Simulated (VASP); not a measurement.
## SiNi3: single point with PBEsol

SiNi3:

```
CELL_PARAMETERS angstrom
3.46125 0.00000 0.00000
0.00000 3.46125 0.00000
0.00000 0.00000 3.46125
ATOMIC_POSITIONS crystal
Si 0.00000 0.00000 0.00000
Ni 0.00000 0.35554 0.50000
Ni 0.50000 0.85554 0.50000
Ni 0.50000 0.35554 0.00000
```

This cell differs from its parent crystal: all Ni atoms moved -0.500 Å, as atom 2 along Cartesian [0 1 0].

- Program: VASP 6.6.1
- Task: single point
- Functional: PBEsol
- Potentials or basis: VASP PAW PBE potentials, release 64 (Si, Ni)
- Cutoff: 520 eV
- k mesh: 14 × 14 × 14
- Occupations: gaussian, width 0.15 eV
- Spin: no spin polarisation

```
Pressure               : 14.9 GPa
Largest force          : 4.365 eV/Å
Band gap on the k mesh : zero (bands 17 and 18 overlap by 0.39 eV)
```

Forces in eV/Å, atoms in the order of the input:
```
Si   0.000 -4.365  0.000
Ni   0.000  2.232  0.000
Ni   0.000 -0.099  0.000
Ni   0.000  2.232  0.000
```

Stress tensor (GPa, compression positive):
```
14.87  0.00  0.00
 0.00 15.05  0.00
 0.00  0.00 14.87
```

Levels at points of the mesh, in eV from the Fermi level:
```
           k point  band 13  band 14  band 15  band 16  band 17  band 18  band 19  band 20  band 21  band 22
(0.00, 0.00, 0.00)    -0.37    -0.32    -0.32    -0.17     0.05     0.05     0.24     4.37     6.36     6.48
(0.50, 0.00, 0.00)    -1.46    -1.41    -1.25    -0.55     0.05     3.21     4.01     5.41     5.56     6.07
(0.00, 0.50, 0.00)    -1.56    -1.35    -1.24    -0.86    -0.17     3.68     3.68     5.62     5.62     5.75
(0.50, 0.50, 0.00)    -1.58    -1.37    -1.26    -1.23    -1.06     0.74     0.89     5.56     6.75     8.22
(0.50, 0.00, 0.50)    -1.54    -1.46    -1.21    -1.09    -1.03     0.62     0.62     3.71     8.14     8.14
(0.50, 0.50, 0.50)    -1.52    -1.35    -1.16    -0.70    -0.33    -0.33    -0.20     1.33     3.99     3.99
```

Wall time 2.5 min on 1 thread of Intel(R) Xeon(R) 6975P-C (Granite Rapids) (shared host), peak memory 0.35 GiB.

Caveat: the cell differs from its parent crystal (all Ni atoms moved -0.500 Å, as atom 2 along Cartesian [0 1 0]); the cell stands under pressure; the PAW data sets were made with another functional, which shifts forces and pressure a little. Spin polarisation is off, so any magnetic state and its effect on volume and gap are missing.
